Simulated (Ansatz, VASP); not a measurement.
# Two plane-wave programs on NbAs

Contents of INCAR:

```
SYSTEM = NbAs
PREC     = Accurate       ! precision mode
ENCUT    = 600            ! plane-wave cutoff, eV
EDIFF    = 1E-6           ! SCF threshold, eV
ISMEAR   = 0              ! smearing method
SIGMA    = 0.1            ! smearing width, eV
LREAL    = .FALSE.        ! projectors in reciprocal space
LASPH    = .TRUE.         ! aspherical terms in the spheres
NELM     = 100            ! most SCF steps
ALGO     = Normal         ! electronic algorithm
ISIF     = 3              ! what is computed and relaxed
LWAVE    = .FALSE.        ! write WAVECAR
LCHARG   = .FALSE.        ! write CHGCAR
GGA      = PS             ! functional
IBRION   = 2              ! ionic algorithm
NSW      = 80             ! ionic steps
EDIFFG   = -0.05          ! ionic threshold
```

File KPOINTS:

```
regular mesh
0
G
  6 6 4
  0 0 0
```

POSCAR

```
NbAs
1.0
    3.4774823675      0.0000000000      0.0000000000
   -1.7387411837      3.0115880715      0.0000000000
    0.0000000000      0.0000000000      6.7434751178
Nb As
2 2
Direct
    0.3333333333      0.6666666667      0.0301515144
    0.6666666667      0.3333333333      0.5301515144
    0.3333333333      0.6666666667      0.3548484856
    0.6666666667      0.3333333333      0.8548484856
```

Input for Ansatz:

```yaml
crystal:
  lattice:
    - [3.4774823675, 0.0, 0.0]
    - [-1.7387411837, 3.0115880715, 0.0]
    - [0.0, 0.0, 6.7434751178]
  atoms:
    - { symbol: Nb, position: [0.3333333333, 0.6666666667, 0.0301515144] }
    - { symbol: Nb, position: [0.6666666667, 0.3333333333, 0.5301515144] }
    - { symbol: As, position: [0.3333333333, 0.6666666667, 0.3548484856] }
    - { symbol: As, position: [0.6666666667, 0.3333333333, 0.8548484856] }
basis:
  ecutwfc: 420
kpoints:
  mp_grid: { grid: [6, 6, 4] }
hamiltonian:
  xc: pbesol
scf:
  occupations: { method: gaussian, width: 0.1 }
output:
  forces: true
  stress: true
  eigenvalues: true
relax:
  adjacent_minimum: "off"
  f_tol: 0.05
  max_steps: 60
  cell: { stress_tol: 0.5 }
```

Alike in both runs: task relaxation of cell and atoms; functional PBEsol; k mesh 6 × 6 × 4; occupations gaussian, width 0.1 eV; no spin polarisation.

```csv
,VASP,Ansatz
version,VASP 6.6.1,Ansatz 0.2.0
potentials or method,"VASP PAW PBE potentials, release 64 (Nb_sv, As), cutoff 600 eV","scalar-relativistic, plane waves, PAW"
valence electrons in the cell,36,56
```

|  | VASP | Ansatz | Ansatz less VASP |
| --- | --- | --- | --- |
| gap on the k mesh at the Fermi level, each at its own relaxed structure (eV) | none | none | - |
| relaxed volume (Å³/atom) | 19.89 | 19.89 | -0.002 |
| relaxed length of the cell vector where the two differ most in proportion (Å) | 8.389 | 8.365 | -0.0238 |

VASP's potentials were made for PBE, not for PBEsol. A gap of «none» marks a metal or a gap that the smearing closes. VASP's potentials hold 36 valence electrons a cell and Ansatz's 56, so a difference there can come from the potentials and not from the codes.
